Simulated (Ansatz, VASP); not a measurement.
ZnO: VASP beside Ansatz

```xyz
2
Lattice="0.0000 2.1577 2.1577 2.1577 0.0000 2.1577 2.1577 2.1577 0.0000" Properties=species:S:1:pos:R:3 pbc="T T T"
Zn    0.0000    0.0000    0.0000
O     2.1577    2.1577    2.1577
```

Change from the starting cell: volume scaled by 1.025, PAW files.

Alike in both runs: task electric field gradients; functional PBE; k mesh 10 × 10 × 10; occupations fermi-dirac, width 0.03 eV; no spin polarisation.

```csv
,VASP,Ansatz
version,VASP 6.6.1,Ansatz 0.2.0
potentials or method,"VASP PAW PBE potentials, release 64 (Zn, O)","PAW with Ansatz's default frozen-core files, scalar-relativistic"
plane-wave cutoff (eV),520,420
valence electrons in the cell,18,18
```

|  | VASP | Ansatz | Ansatz less VASP |
| --- | --- | --- | --- |
| pressure (GPa) | 2.7 | 1.7 | -1.00 |
